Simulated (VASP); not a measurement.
Input of a VASP 6.6.1 run:

File INCAR:

```
PREC = Accurate ; ENCUT = 520
EDIFF = 1E-6 ; ISMEAR = -1
SIGMA = 0.1 ; LREAL = F
LASPH = T ; NELM = 100
ALGO = Normal ; ISIF = 2
LWAVE = F ; LCHARG = F
GGA = B5 ; ALDAX = 1.0
AGGAX = 1.0 ; AGGAC = 1.0
ALDAC = 0.0 ; NBANDS = 18
```

The input KPOINTS:

```
regular mesh
0
Gamma
  11 11 11
```

The input POSCAR:

```
Cu
1.0
    0.0000000000      2.8403915877      2.8403915877
    2.8403915877      0.0000000000      2.8403915877
    2.8403915877      2.8403915877      0.0000000000
Cu
2
Direct
    0.1250000000      0.1250000000      0.1250000000
    0.8750000000      0.8750000000      0.8750000000
```

Potentials or basis: VASP PAW PBE potentials, release 64 (Cu).

Launch:

```sh
$ cat potpaw_PBE.64/Cu/POTCAR > POTCAR
$ mpirun -np 1 vasp_std > vasp.out
```

(1) Predict the band gap on the k mesh.

(2) What does it give for the pressure?

## Answers

(1) zero (band 11 reaches 2.10 eV, above the bottom of band 12 at 1.53 eV).

(2) -3.5 GPa.

Caveat: the PAW data sets were made with another functional, which shifts forces and pressure a little.
